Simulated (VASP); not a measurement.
# Na3Cl2 (Cmmm) in VASP: further runs, part 2 of 2

VASP 6.6.1. Earlier steps stand in the parts before.

## (4) Single point, r2SCAN

This run uses another cell than the first one, of 16.23 Å³/atom.

POSCAR reads:

```
Na3Cl2
1.0
    1.5405108569     -8.6527533397      0.0000000000
    1.5405108569      8.6527533397      0.0000000000
    0.0000000000      0.0000000000      3.0442057789
Cl Na
2 3
Direct
    0.0907699605      0.9092300395      0.5000000000
    0.9092300395      0.0907699605      0.5000000000
    0.6771192064      0.3228807936      0.0000000000
    0.3228807936      0.6771192064      0.0000000000
    0.5000000000      0.5000000000      0.0000000000
```

INCAR.step1 reads:

```
ALGO = Normal ; EDIFF = 1E-4
ENCUT = 520 ; GGA = PE
ISMEAR = -1 ; LASPH = T
LCHARG = F ; LREAL = F
LWAVE = T ; NBANDS = 26
NELM = 100 ; PREC = Accurate
SIGMA = 0.05
```

INCAR.step2 reads:

```
ALGO = Normal ; EDIFF = 1E-6
ENCUT = 520 ; ISIF = 2
ISMEAR = -1 ; ISTART = 1
LASPH = T ; LCHARG = F
LMIXTAU = T ; LREAL = F
LWAVE = F ; METAGGA = R2SCAN
NBANDS = 26 ; NELM = 100
PREC = Accurate ; SIGMA = 0.05
```

KPOINTS reads:

```
k-points
0
Gamma
  8 8 8
```

Potentials or basis: VASP PAW PBE potentials, release 64 (Cl, Na_pv).

Command:

```sh
cat potpaw_PBE.64/Cl/POTCAR potpaw_PBE.64/Na_pv/POTCAR > POTCAR
cp INCAR.step1 INCAR
mpirun -np 1 vasp_std > vasp.out
cp INCAR.step2 INCAR
mpirun -np 1 vasp_std > vasp.out
```

OUTCAR:

```text
EDIFF = 1E-6
   ENCUT = 520
   ISIF = 2
   ISMEAR = -1
   ISTART = 1
   LASPH = T
   LREAL = F
   METAGGA = R2SCAN
   NELM = 100
   PREC = Accurate

 ion  position               nearest neighbor table
   1  0.091  0.909  0.500-   3 2.63   3 2.63   3 2.63   3 2.63   5 2.68   5 2.68   5 2.68   5 2.68

   2  0.909  0.091  0.500-   4 2.63   4 2.63   4 2.63   4 2.63   5 2.68   5 2.68   5 2.68   5 2.68

   3  0.677  0.323  0.000-   1 2.63   1 2.63   1 2.63   1 2.63
[... 903 lines left out ...]
  --------------------------------------------------------------------------------------
  -------------------------------------------------------------------------------------
  Total        9.9327269      9.9747720      9.9385781     -0.0000000      0.0000000      0.0000000
  in kB      196.0902455    196.9202913    196.2057586     -0.0000000      0.0000000      0.0000000
  external PRESSURE =     196.4054318 kB  Pullay stress =       0.0000000 kB

 VOLUME and BASIS-vectors are now :
 -----------------------------------------------------------------------------
  energy-cutoff  :      520.00
  volume of cell :       81.16
      direct lattice vectors                 reciprocal lattice vectors
     1.540510857 -8.652753340  0.000000000     0.324567657 -0.057785075  0.000000000
     1.540510857  8.652753340  0.000000000     0.324567657  0.057785075  0.000000000
     0.000000000  0.000000000  3.044205779     0.000000000  0.000000000  0.328492905

 POSITION                                       TOTAL-FORCE (eV/Angst)
 -----------------------------------------------------------------------------------
      1.54051      7.08193      1.52210        -0.000000      0.000021      0.000000
      1.54051     -7.08193      1.52210        -0.000000     -0.000021      0.000000
      1.54051     -3.06514      0.00000        -0.000000      0.048088      0.000000
      1.54051      3.06514      0.00000        -0.000000     -0.048088     -0.000000
      1.54051      0.00000      0.00000         0.000000      0.000000      0.000000
 -----------------------------------------------------------------------------------
    total drift:                                0.000000     -0.000000      0.000000

  FREE ENERGIE OF THE ION-ELECTRON SYSTEM (eV)
  ---------------------------------------------------
  free  energy   TOTEN  =       -28.5120769471 eV

  energy  without entropy=      -28.5055052731  energy(sigma->0) =      -28.50879111
```

OUTCAR.step1:

```text
EDIFF = 1E-4
   ENCUT = 520
   GGA = PE
   ISMEAR = -1
   LASPH = T
[... 931 lines left out ...]
      1.54051     -7.08193      1.52210         0.000000      0.003314     -0.000000
      1.54051     -3.06514      0.00000         0.000000     -0.204636     -0.000000
      1.54051      3.06514      0.00000         0.000000      0.204636      0.000000
      1.54051      0.00000      0.00000         0.000000      0.000000     -0.000000
 -----------------------------------------------------------------------------------
    total drift:                                0.000000     -0.000000      0.000000

  FREE ENERGIE OF THE ION-ELECTRON SYSTEM (eV)
  ---------------------------------------------------
  free  energy   TOTEN  =       -12.0384375577 eV

  energy  without entropy=      -12.0317568536  energy(sigma->0) =      -12.03509721
```

Run time: 38 min. Hardware: 1 thread of Oxide Virtual Turin-like, shared host; peak memory 0.42 GiB.

What came out:

```yaml
Free_energy: -28.5121 eV
Pressure: 19.6 GPa
Largest_force: 0.048 eV/Å
Band_gap_on_the_k_mesh: zero (an odd number of electrons rules out a gap without spin polarisation)
```

Forces on the atoms (eV/Å):
```
Cl   0.000  0.000  0.000
Cl   0.000  0.000  0.000
Na   0.000  0.048  0.000
Na   0.000 -0.048  0.000
Na   0.000  0.000  0.000
```

Stress tensor (GPa, compression positive):
```
19.61  0.00  0.00
 0.00 19.69  0.00
 0.00  0.00 19.62
```

Levels at points of the mesh, in eV from the Fermi level:
```tsv
k point	band 15	band 16	band 17	band 18	band 19	band 20	band 21	band 22
(0.00, 0.00, 0.00)	-4.59	-4.59	-4.42	-2.33	3.96	4.50	4.89	5.41
(0.50, 0.00, 0.00)	-5.72	-4.18	-3.94	1.11	1.12	3.34	5.36	6.58
(0.50, 0.50, 0.00)	-4.59	-4.59	-4.42	-1.80	2.90	4.34	4.92	4.98
(0.00, 0.00, 0.50)	-5.62	-4.30	-4.06	0.98	1.05	4.30	5.16	6.30
(0.50, 0.00, 0.50)	-7.55	-6.65	-5.09	2.29	3.07	3.88	3.94	4.25
(0.50, 0.50, 0.50)	-5.72	-4.30	-4.06	1.31	1.47	2.75	5.51	6.91
```

Caveat: the cell stands under pressure; the PAW data sets were made with another functional, which shifts forces and pressure a little; an odd number of electrons without spin polarisation forces a metal; a magnetic or distorted state may lie lower.

## (5) Overview

```csv
cell,gap on the mesh (eV),pressure (GPa),largest force (eV/Å)
"a = 10.317, b = 10.317, c = 3.471 Å, angles 90.0, 90.0, 160.6°, 5 atoms, atomic positions A",none,-0.2,-
"a = 8.463, b = 8.463, c = 2.958 Å, angles 90.0, 90.0, 159.6°, 5 atoms, atomic positions B",none,29.5,0.02
"a = 8.789, b = 8.789, c = 3.044 Å, angles 90.0, 90.0, 159.8°, 5 atoms, atomic positions C",none,19.6,0.05
```

Alike in all rows: task single point; level r2SCAN; potentials or basis VASP PAW PBE potentials, release 64 (Cl, Na_pv); no spin polarisation; k mesh 8 × 8 × 8; cutoff (eV) 520; smearing fermi-dirac 0.05 eV.

Caveats: the PAW data sets were made with another functional, which shifts forces and pressure a little; an odd number of electrons without spin polarisation forces a metal; a magnetic or distorted state may lie lower; the cell stands under pressure (at least some runs).

Absolute energies hang on the potentials; compare differences alone.
